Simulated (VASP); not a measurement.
A run of VASP 6.6.1:

Contents of INCAR:

```
SYSTEM = CuSn2O2
PREC = Accurate
ENCUT = 520
EDIFF = 1E-6
ISMEAR = 0
SIGMA = 0.05
LREAL = .FALSE.
LASPH = .TRUE.
NELM = 150
ALGO = Normal
ISIF = 2
LWAVE = .FALSE.
LCHARG = .FALSE.
ISPIN = 2
MAGMOM = 0 0 0 0 1
LORBIT = 11
LMAXMIX = 4
LDIPOL = .TRUE.
IDIPOL = 3
DIPOL = 0.5 0.5 0.311
GGA = PE
IVDW = 12
NBANDS = 38
```

Contents of KPOINTS:

```
regular mesh
0
G
  7 7 1
  0 0 0
```

POSCAR

```
CuSn2O2
1.0
    3.8201708766      0.0000000000      0.0000000000
    0.0000000000      3.8201708766      0.0000000000
    0.0000000000      0.0000000000     19.3630360333
Sn O Cu
2 2 1
Direct
    0.5000000000      0.0000000000      0.2065791745
    0.0000000000      0.5000000000      0.3286176828
    0.0000000000      0.0000000000      0.2675984287
    0.5000000000      0.5000000000      0.2675984287
    0.1250000000      0.6250000000      0.4835520637
```

Potentials or basis: VASP PAW PBE potentials, release 64 (Sn_d, O, Cu).

Command:

```sh
$ cat potpaw_PBE.64/Sn_d/POTCAR potpaw_PBE.64/O/POTCAR potpaw_PBE.64/Cu/POTCAR > POTCAR
$ mpirun -np 1 vasp_std > vasp.out
```

Hardware: 1 thread of Intel Xeon 8259CL (shared host).

Q: How long does it take, and how much memory?

A: It took 16 min on 1 thread of Intel Xeon 8259CL, on a shared host, peak memory 0.58 GiB. Counts: scf iterations 34, k points 16.
